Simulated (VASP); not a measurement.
The system is SiC.

```xyz
8
Lattice="3.0757 0.0000 0.0000 -1.5378 2.6636 0.0000 0.0000 0.0000 10.0706" Properties=species:S:1:pos:R:3 pbc="T T T"
Si    1.5378    0.8879    9.4447
Si    0.0000    1.7758    4.4094
Si    0.0000    0.0000    6.9275
Si    0.0000    0.0000    1.8922
C     1.5378    0.8879    7.5510
C     0.0000    1.7758    2.5157
C     0.0000    0.0000    5.0400
C     0.0000    0.0000    0.0046
```

- Program: VASP 6.6.1
- Task: relaxation of cell and atoms
- Functional: PBE
- Potentials or basis: VASP PAW PBE potentials, release 64 (Si, C)
- Cutoff: 600 eV
- k mesh: 12 × 12 × 4
- Occupations: gaussian, width 0.02 eV
- Spin: no spin polarisation

At the start: pressure 3.7 GPa; volume 10.31 Å³/atom.

Question: How do energy, volume and symmetry change on relaxing?

Answer: Over 7 steps the energy falls by 2.0 meV/atom and the volume is 10.49 Å³/atom (+1.7 %); space group P6_3mc (No. 186, to 0.05 Å).

Step by step:
| step | energy change (eV) | largest force (eV/Å) | pressure (GPa) | volume (Å³) |
| --- | --- | --- | --- | --- |
| 1 | 0.0000 | 0.0055 | 3.72 | 82.50 |
| 2 | 0.0009 | 0.0173 | -3.60 | 85.40 |
| 3 | -0.0161 | 0.0065 | 0.00 | 83.91 |
| 4 | -0.0161 | 0.0063 | 0.07 | 83.88 |
| 5 | -0.0161 | 0.0043 | 0.07 | 83.89 |
| 6 | -0.0161 | 0.0009 | 0.07 | 83.89 |
| 7 | -0.0161 | 0.0003 | 0.04 | 83.90 |

Final structure:
```yaml
crystal:
  lattice:
    - [3.09310, 0.00000, 0.00000]
    - [-1.54655, 2.67870, 0.00000]
    - [0.00000, 0.00000, 10.12609]
  atoms:
    - { symbol: Si, position: [0.66667, 0.33333, 0.93785] }
    - { symbol: Si, position: [0.33333, 0.66667, 0.43785] }
    - { symbol: Si, position: [0.00000, 0.00000, 0.68790] }
    - { symbol: Si, position: [0.00000, 0.00000, 0.18790] }
    - { symbol: C, position: [0.66667, 0.33333, 0.74981] }
    - { symbol: C, position: [0.33333, 0.66667, 0.24981] }
    - { symbol: C, position: [0.00000, 0.00000, 0.50045] }
    - { symbol: C, position: [0.00000, 0.00000, 0.00045] }
```
